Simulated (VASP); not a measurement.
# TiO (P-6m2) in VASP: single point with r2SCAN+U

Aim: the single point of TiO with r2SCAN+U.

All numbers are computed with VASP 6.6.1; they aren't measurements. Logs are shortened: lines on timing, memory, paths and dates and some standing lists are left out, and cuts for length are marked.

## (1) The cell of the first run

The structure is hexagonal, space group P-6m2 (No. 187). The conventional cell has a = 3.015 Å, b = 3.015 Å, c = 2.891 Å, α = 90.00°, β = 90.00°, γ = 120.00°. Ti (site symmetry -6m2) has 6 O at 2.26 Å and 2 Ti at 2.89 Å within 3.0 Å. Within 3.0 Å of O (site symmetry -6m2) lie 6 Ti at 2.26 Å and 2 O at 2.89 Å.

## (2) Single point, r2SCAN+U, collinear spin, ferromagnetic start

POSCAR

```
TiO
1.0
    3.0150604043      0.0000000000      0.0000000000
   -1.5075302021      2.6111189041      0.0000000000
    0.0000000000      0.0000000000      2.8913257895
Ti O
1 1
Direct
    0.6666666667      0.3333333333      0.0000000000
    0.0000000000      0.0000000000      0.5000000000
```

INCAR.step1

```
SYSTEM = TiO
PREC = Accurate
ENCUT = 520
ISMEAR = 0
SIGMA = 0.1
LREAL = .FALSE.
LASPH = .TRUE.
NELM = 150
ISPIN = 2
MAGMOM = 1.54 0
LMAXMIX = 4
LDAU = .TRUE.
LDAUTYPE = 2
LDAUL = 2 -1
LDAUU = 4 0
LDAUJ = 0 0
NBANDS = 20
GGA = PE
ALGO = Normal
EDIFF = 1E-4
LWAVE = .TRUE.
LCHARG = .FALSE.
```

INCAR.step2

```
SYSTEM = TiO
PREC = Accurate
ENCUT = 520
EDIFF = 1E-7
ISMEAR = 0
SIGMA = 0.1
LREAL = .FALSE.
LASPH = .TRUE.
NELM = 150
ALGO = Normal
ISIF = 2
LWAVE = .FALSE.
LCHARG = .TRUE.
ISPIN = 2
MAGMOM = 1.54 0
LORBIT = 11
LMAXMIX = 4
LDAU = .TRUE.
LDAUTYPE = 2
LDAUL = 2 -1
LDAUU = 4 0
LDAUJ = 0 0
LDAUPRINT = 1
METAGGA = R2SCAN
LMIXTAU = .TRUE.
LELF = .TRUE.
LVHAR = .TRUE.
NBANDS = 20
ISTART = 1
```

KPOINTS

```
regular mesh
0
G
  18 18 14
  0 0 0
```

Potentials or basis: VASP PAW PBE potentials, release 64 (Ti_sv, O).

On the command line:

```console
$ cat potpaw_PBE.64/Ti_sv/POTCAR potpaw_PBE.64/O/POTCAR > POTCAR
$ cp INCAR.step1 INCAR
$ mpirun -np 1 vasp_std > vasp.out
$ cp INCAR.step2 INCAR
$ mpirun -np 1 vasp_std > vasp.out
```

OUTCAR:

```text
SYSTEM = TiO
   PREC = Accurate
   ENCUT = 520
   EDIFF = 1E-7
   ISMEAR = 0
   LREAL = .FALSE.
   LASPH = .TRUE.
   NELM = 150
   ISIF = 2
   ISPIN = 2
   LORBIT = 11
   METAGGA = R2SCAN
   ISTART = 1

 ion  position               nearest neighbor table
   1  0.667  0.333  0.000-   2 2.26   2 2.26   2 2.26   2 2.26   2 2.26   2 2.26
   2  0.000  0.000  0.500-   1 2.26   1 2.26   1 2.26   1 2.26   1 2.26   1 2.26

  LATTYP: Found a hexagonal cell.
 ALAT       =     3.0150604043
 C/A-ratio  =     0.9589611490

  Lattice vectors:

 A1 = (   3.0150604043,   0.0000000000,   0.0000000000)
 A2 = (  -1.5075302021,   2.6111189041,   0.0000000000)
 A3 = (   0.0000000000,   0.0000000000,   2.8913257895)

Analysis of symmetry for initial positions (statically):
=====================================================================
 Subroutine PRICEL returns:
 Original cell was already a primitive cell.

 Routine SETGRP: Setting up the symmetry group for a
 hexagonal supercell.

 Subroutine GETGRP returns: Found 12 space group operations
 (whereof 12 operations were pure point group operations)
 out of a pool of 24 trial point group operations.

The static configuration has the point symmetry D_3h.

Analysis of symmetry for dynamics (positions and initial velocities):
=====================================================================
 Subroutine PRICEL returns:
 Original cell was already a primitive cell.

 Routine SETGRP: Setting up the symmetry group for a
 hexagonal supercell.

 Subroutine GETGRP returns: Found 12 space group operations
 (whereof 12 operations were pure point group operations)
 out of a pool of 24 trial point group operations.

The dynamic configuration has the point symmetry D_3h.

Analysis of structural, dynamic, and magnetic symmetry:
[... 179 lines left out ...]
  o =  0.0695  v = -0.0000  0.8758  0.0000  0.4826  0.0000  0.0000  0.0000  0.0000  0.0000  0.0000      0.0000  0.0000  0.0000  0.0000  0.0000  0.0000  0.0000  0.0000  0.0000  0.0000
  o =  0.0695  v =  0.0000  0.0000  0.0000  0.0000  0.0000 -0.0000  0.4826  0.0000 -0.8758  0.0000      0.0000  0.0000  0.0000  0.0000  0.0000  0.0000  0.0000  0.0000  0.0000  0.0000
  o =  0.0695  v =  0.0000  0.0000  0.0000  0.0000  0.0000  0.0000 -0.8758 -0.0000 -0.4826 -0.0000      0.0000  0.0000  0.0000  0.0000  0.0000  0.0000  0.0000  0.0000  0.0000  0.0000
  o =  0.2035  v =  0.8849  0.0000  0.0000  0.0000  0.4658  0.0000  0.0000  0.0000  0.0000  0.0000      0.0000  0.0000  0.0000  0.0000  0.0000  0.0000  0.0000  0.0000  0.0000  0.0000
  o =  0.2035  v = -0.4658 -0.0000 -0.0000  0.0000  0.8849  0.0000  0.0000  0.0000  0.0000  0.0000      0.0000  0.0000  0.0000  0.0000  0.0000  0.0000  0.0000  0.0000  0.0000  0.0000
  o =  0.2036  v =  0.0000  0.0000  0.0000  0.0000  0.0000 -0.8637 -0.0000 -0.0000  0.0000 -0.5039      0.0000  0.0000  0.0000  0.0000  0.0000  0.0000  0.0000  0.0000  0.0000  0.0000
  o =  0.2036  v =  0.0000  0.0000  0.0000  0.0000  0.0000 -0.5039 -0.0000 -0.0000  0.0000  0.8637      0.0000  0.0000  0.0000  0.0000  0.0000  0.0000  0.0000  0.0000  0.0000  0.0000
  o =  0.3514  v =  0.0000  0.0000  0.0000  0.0000  0.0000  0.0000  0.0000 -1.0000 -0.0000 -0.0000      0.0000  0.0000  0.0000  0.0000  0.0000  0.0000  0.0000  0.0000  0.0000  0.0000
  o =  0.3516  v =  0.0000  0.0000 -1.0000 -0.0000 -0.0000  0.0000  0.0000  0.0000  0.0000  0.0000      0.0000  0.0000  0.0000  0.0000  0.0000  0.0000  0.0000  0.0000  0.0000  0.0000

 number of electron      18.0000007 magnetization       0.0000097

 Free energy of the ion-electron system (eV)
  ---------------------------------------------------
  ext. energy  EPLUGINS =         0.00000000
  ---------------------------------------------------
  free energy    TOTEN  =       -21.17224205 eV

  energy without entropy =      -21.17204647  energy(sigma->0) =      -21.17214426

 E-fermi :   9.8845     XC(G=0): -12.7008

 val. band max:        9.8513412287   @ k =   0.3333   0.3333   0.0714
 cond. band min:      10.0079136673   @ k =   0.0000   0.0000   0.0000
 fundamental gap:      0.1565724387
 Fermi energy:         9.8844887676

 spin component 1

 k-point     1 :       0.0000    0.0000    0.0000
  band No.  band energies     occupation
      1     -51.4729      1.00000
      2     -26.4751      1.00000
      3     -26.4531      1.00000
      4     -26.4531      1.00000
      5     -12.5491      1.00000
      6       4.1426      1.00000
[... 1097 lines left out ...]
     19      30.9853      0.00000
     20      33.0278      0.00000

 [... further k-points ...]

------------------------ aborting loop because EDIFF is reached ----------------------------------------

  FORCE on cell =-STRESS in cart. coord.  units (eV):
  Direction    XX          YY          ZZ          XY          YZ          ZX
  --------------------------------------------------------------------------------------
  -------------------------------------------------------------------------------------
  Total       -3.4643089     -3.4643089     -1.9310168     -0.0000000      0.0000000      0.0000000
  in kB     -243.8414291   -243.8414291   -135.9179854     -0.0000000      0.0000000      0.0000000
  external PRESSURE =    -207.8669479 kB  Pullay stress =       0.0000000 kB

 VOLUME and BASIS-vectors are now :
 -----------------------------------------------------------------------------
  energy-cutoff  :      520.00
  volume of cell :       22.76
      direct lattice vectors                 reciprocal lattice vectors
     3.015060404  0.000000000  0.000000000     0.331668314  0.191488790  0.000000000
    -1.507530202  2.611118904  0.000000000     0.000000000  0.382977580  0.000000000
     0.000000000  0.000000000  2.891325790     0.000000000  0.000000000  0.345862097

 POSITION                                       TOTAL-FORCE (eV/Angst)
 -----------------------------------------------------------------------------------
      1.50753      0.87037      0.00000         0.000000      0.000000      0.000000
      0.00000      0.00000      1.44566        -0.000000      0.000000      0.000000
 -----------------------------------------------------------------------------------
    total drift:                               -0.000001      0.000000      0.000000

  FREE ENERGIE OF THE ION-ELECTRON SYSTEM (eV)
  ---------------------------------------------------
  free  energy   TOTEN  =       -21.1722420530 eV

  energy  without entropy=      -21.1720464680  energy(sigma->0) =      -21.17214426

 total charge

# of ion       s       p       d       tot
------------------------------------------
    1        2.137   6.124   1.775  10.037
    2        1.552   3.474   0.000   5.026
--------------------------------------------------
tot          3.690   9.598   1.775  15.063

 magnetization (x)

# of ion       s       p       d       tot
------------------------------------------
    1       -0.000  -0.000   0.000   0.000
    2       -0.000   0.000   0.000   0.000
--------------------------------------------------
tot         -0.000  -0.000   0.000   0.000
```

OSZICAR.step1:

```text
N       E                     dE             d eps       ncg     rms          rms(c)
DAV:   1     0.178184499793E+03    0.17818E+03   -0.86111E+03 23736   0.107E+03
DAV:   2    -0.326772894694E+01   -0.18145E+03   -0.17052E+03 24008   0.321E+02
DAV:   3    -0.174718327955E+02   -0.14204E+02   -0.13881E+02 38356   0.851E+01
DAV:   4    -0.178137533223E+02   -0.34192E+00   -0.34073E+00 26240   0.114E+01
DAV:   5    -0.178191539060E+02   -0.54006E-02   -0.54001E-02 27676   0.127E+00    0.154E+01
DAV:   6    -0.147412361419E+02    0.30779E+01   -0.12603E+01 31172   0.370E+01    0.623E+00
DAV:   7    -0.145132357836E+02    0.22800E+00   -0.96380E-01 27796   0.105E+01    0.262E+00
DAV:   8    -0.145374857885E+02   -0.24250E-01   -0.30861E-01 31576   0.409E+00    0.963E-01
DAV:   9    -0.145373010528E+02    0.18474E-03   -0.33461E-02 26604   0.207E+00    0.654E-01
DAV:  10    -0.145430364858E+02   -0.57354E-02   -0.63479E-03 31488   0.578E-01    0.289E-01
DAV:  11    -0.145445600541E+02   -0.15236E-02   -0.38175E-03 35452   0.360E-01    0.947E-02
DAV:  12    -0.145447795512E+02   -0.21950E-03   -0.84112E-04 26948   0.211E-01    0.417E-02
DAV:  13    -0.145447921702E+02   -0.12619E-04   -0.65798E-05 17728   0.634E-02
   1 F= -.14544792E+02 E0= -.14544641E+02  d E =-.301997E-03  mag=     0.0002
```

It took 47 min on 1 thread of Oxide Virtual Turin-like, shared host; peak memory 0.28 GiB.

What came out:

* Free energy: -21.1722 eV
* Pressure: -20.8 GPa
* Band gap on the k mesh: zero (filled and empty bands overlap)
* Net moment: 0.00 μB per cell
* Valence electrons inside the program's atomic spheres: Ti 10.04; O 5.03

Stress tensor (GPa, compression positive):
```
-24.38   0.00   0.00
  0.00 -24.38   0.00
  0.00   0.00 -13.59
```

Levels at points of the mesh, in eV from the Fermi level:
Spin up:
```
           k point  band 6  band 7  band 8  band 9  band 10  band 11  band 12  band 13
(0.00, 0.00, 0.00)   -5.74   -5.74   -5.34   -2.90     0.12     1.51     1.51     2.73
(0.50, 0.00, 0.00)   -8.64   -5.87   -5.63   -2.25     1.16     2.38     2.43     3.11
(0.00, 0.00, 0.50)   -9.11   -5.33   -5.33    0.18     0.18     0.45     2.28     2.28
(0.50, 0.00, 0.50)   -7.84   -7.52   -6.30   -0.91     1.97     2.11     2.42     3.59
```
Spin down:
| k point | band 6 | band 7 | band 8 | band 9 | band 10 | band 11 | band 12 | band 13 |
| --- | --- | --- | --- | --- | --- | --- | --- | --- |
| (0.00, 0.00, 0.00) | -5.74 | -5.74 | -5.34 | -2.90 | 0.12 | 1.51 | 1.51 | 2.73 |
| (0.50, 0.00, 0.00) | -8.64 | -5.87 | -5.63 | -2.25 | 1.16 | 2.38 | 2.42 | 3.11 |
| (0.00, 0.00, 0.50) | -9.11 | -5.33 | -5.33 | 0.18 | 0.18 | 0.45 | 2.28 | 2.28 |
| (0.50, 0.00, 0.50) | -7.84 | -7.52 | -6.30 | -0.91 | 1.97 | 2.12 | 2.42 | 3.59 |

Eigenvalues of the final occupation matrices:
| site | spin | trace | eigenvalues |
| --- | --- | --- | --- |
| site 1 d | 1 | 0.90 | 0.07 0.07 0.20 0.20 0.35 |
| site 1 d | 2 | 0.90 | 0.07 0.07 0.20 0.20 0.35 |

Caveat: the PAW data sets were made with another functional, which shifts forces and pressure a little.
